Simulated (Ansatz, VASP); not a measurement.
Nb2PtSe5 in VASP and in Ansatz

```
Nb Pt Se
1.0
     3.55000    0.00000    0.00000
    -1.77500    3.07439    0.00000
     0.00000    0.00000   16.40000
Nb Pt Se
2 1 5
Direct
  0.33333 0.66667 0.10200
  0.33333 0.66667 0.51200
  0.00000 0.00000 0.70000
  0.00000 0.00000 0.00000
  0.00000 0.00000 0.20500
  0.33333 0.66667 0.78500
  0.66667 0.33333 0.61500
  0.66667 0.33333 0.41000
```

Alike in both runs: task relaxation of cell and atoms; functional PBE; k mesh 4 × 4 × 1; occupations gaussian, width 0.15 eV; no spin polarisation.

|  | VASP | Ansatz |
| --- | --- | --- |
| version | VASP 6.6.1 | Ansatz 0.2.0 |
| potentials or method | VASP PAW PBE potentials, release 64 (Nb_sv, Pt, Se), cutoff 600 eV | scalar-relativistic, plane waves, PAW |
| valence electrons in the cell | 66 | 124 |

Ansatz gave:

```
gap on the k mesh at the Fermi level, each at its own relaxed structure (eV) : none
relaxed volume (Å³/atom)                                                     : 22.55
relaxed length of the cell vector where the two differ most in proportion (Å)              : 16.803
```

Q: Which values does VASP return?

A: gap on the k mesh at the Fermi level, each at its own relaxed structure (eV): none; relaxed volume (Å³/atom): 24.08; relaxed length of the cell vector where the two differ most in proportion (Å): 17.925.

A gap of «none» marks a metal or a gap that the smearing closes. One of these differences is far larger than is usual between the two programs; its cause wasn't traced. VASP's potentials hold 66 valence electrons a cell and Ansatz's 124, so a difference there can come from the potentials and not from the codes.

The k mesh is coarse, so the values compare programs but aren't converged. Neither program's run includes spin-orbit coupling.
